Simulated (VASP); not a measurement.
# SnF: relaxation of cell and atoms with PBE

Crystal: SnF.

```
Sn F
1.0
     3.10956    0.00000    0.00000
     0.00000    3.10956    0.00000
     0.00000    0.00000    4.13936
Sn F
1 1
Direct
  0.00000 0.00000 0.00000
  0.00000 0.00000 0.50000
```

The cell was generated, and may not be a known phase.

- Program: VASP 6.6.1
- Task: relaxation of cell and atoms
- Functional: PBE
- Potentials or basis: VASP PAW PBE potentials, release 64 (Sn_d, F)
- Cutoff: 600 eV
- k mesh: 6 × 6 × 4
- Occupations: gaussian, width 0.1 eV
- Spin: no spin polarisation
- Dipole correction: no
- Further INCAR settings: ALGO = Normal; EDIFF = 1e-07; IBRION = 2; EDIFFG = -0.04; NSW = 90; ISIF = 3

```json
{
 "Relaxed volume": "21.68 Å³/atom",
 "Relaxed cell": "a = 3.122 Å, b = 3.122 Å, c = 4.450 Å, α = 90.00°, β = 90.00°, γ = 90.00°",
 "Space group after relaxing (to 0.1 Å)": "P4/mmm (No. 123)",
 "Energy gained by relaxing": "137.1 meV/atom",
 "Ionic steps": "6",
 "Pressure after relaxing": "0.2 GPa",
 "Band gap on the k mesh": "zero (an odd number of electrons rules out a gap without spin polarisation)"
}
```

Stress tensor (GPa, compression positive):
```
0.26 0.00 0.00
0.00 0.26 0.00
0.00 0.00 0.05
```

The path:
| step | energy change (eV) | largest force (eV/Å) | pressure (GPa) | volume (Å³) |
| --- | --- | --- | --- | --- |
| 1 | 0.0000 | 0.0000 | 11.11 | 40.02 |
| 2 | 0.1351 | 0.0000 | -6.73 | 48.10 |
| 3 | -0.2721 | 0.0000 | -0.23 | 43.36 |
| 4 | -0.2734 | 0.0000 | 0.23 | 43.17 |
| 5 | -0.2735 | 0.0000 | 0.36 | 43.11 |
| 6 | -0.2741 | 0.0000 | 0.19 | 43.37 |

Final structure:
```yaml
crystal:
  lattice:
    - [3.12169, 0.00000, 0.00000]
    - [0.00000, 3.12169, 0.00000]
    - [0.00000, 0.00000, 4.45028]
  atoms:
    - { symbol: Sn, position: [0.00000, 0.00000, 0.00000] }
    - { symbol: F, position: [0.00000, 0.00000, 0.50000] }
```

Levels at points of the mesh, in eV from the Fermi level:
```csv
k point,band 7,band 8,band 9,band 10,band 11,band 12,band 13,band 14
"(0.00, 0.00, 0.00)",-8.39,-6.68,-3.86,-3.86,3.82,6.78,6.78,7.22
"(0.50, 0.00, 0.00)",-6.33,-5.49,-5.43,-3.75,-1.98,6.47,7.35,9.29
"(0.50, 0.50, 0.00)",-6.07,-4.90,-4.90,-2.10,-0.12,-0.12,4.04,9.48
"(0.00, 0.00, 0.50)",-9.91,-3.76,-3.76,-3.23,0.57,6.41,6.41,10.02
"(0.50, 0.00, 0.50)",-8.03,-4.81,-3.67,-2.99,-1.89,3.58,6.73,8.81
"(0.50, 0.50, 0.50)",-6.77,-4.54,-4.54,-0.79,-0.79,0.51,4.65,6.59
```

Wall time 51 s on 1 thread of Intel(R) Xeon(R) Platinum 8488C (Sapphire Rapids), on a shared host, peak memory 0.19 GiB.

Caveat: the k points lie up to 0.35 Å⁻¹ apart in the final cell, too coarse for converged energies and pressures of a metal; spin-orbit coupling is left out, which moves the levels of the heavy elements; an odd number of electrons without spin polarisation forces a metal; a magnetic or distorted state may lie lower.
